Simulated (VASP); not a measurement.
A run of VASP 6.6.1 is set up as follows.

POSCAR

```
TaHPd
1.0
    3.0630530000      0.0000000000      0.0000000000
    0.0000000000      3.0630530000      0.0000000000
    0.0000000000      0.0000000000      7.7545650000
Pd Ta H
2 2 2
Direct
    0.0000000000      0.5000000000      0.9000000000
    0.5000000000      0.0000000000      0.1000000000
    0.0000000000      0.5000000000      0.3350000000
    0.5000000000      0.0000000000      0.6650000000
    0.0000000000      0.5000000000      0.6170000000
    0.5000000000      0.0000000000      0.3830000000
```

INCAR.step1

```
  ALGO = Normal
  EDIFF = 1E-4
  ENCUT = 520
  GGA = PE
  ISMEAR = 1
  LASPH = T
  LCHARG = F
  LREAL = F
  LWAVE = T
  NBANDS = 31
  NELM = 100
  PREC = Accurate
  SIGMA = 0.005
```

INCAR.step2

```
  ALGO = Normal
  EDIFF = 1E-6
  ENCUT = 520
  ISIF = 2
  ISMEAR = 1
  ISTART = 1
  LASPH = T
  LCHARG = F
  LMIXTAU = T
  LREAL = F
  LWAVE = F
  METAGGA = R2SCAN
  NBANDS = 31
  NELM = 100
  PREC = Accurate
  SIGMA = 0.005
```

File KPOINTS:

```
k-points
0
Gamma
  6 6 3
```

Potentials or basis: VASP PAW PBE potentials, release 64 (Pd, Ta_pv, H).

Run with:

```bash
$ cat potpaw_PBE.64/Pd/POTCAR potpaw_PBE.64/Ta_pv/POTCAR potpaw_PBE.64/H/POTCAR > POTCAR
$ cp INCAR.step1 INCAR
$ mpirun -np 1 vasp_std > vasp.out
$ cp INCAR.step2 INCAR
$ mpirun -np 1 vasp_std > vasp.out
```

Estimate the largest force.

1.314 eV/Å.

Predict the pressure.

-9.9 GPa.

Stress tensor (GPa, compression positive):
```
-11.28   0.00   0.00
  0.00 -11.28   0.00
  0.00   0.00  -7.26
```

Caveat: the PAW data sets were made with another functional, which shifts forces and pressure a little.
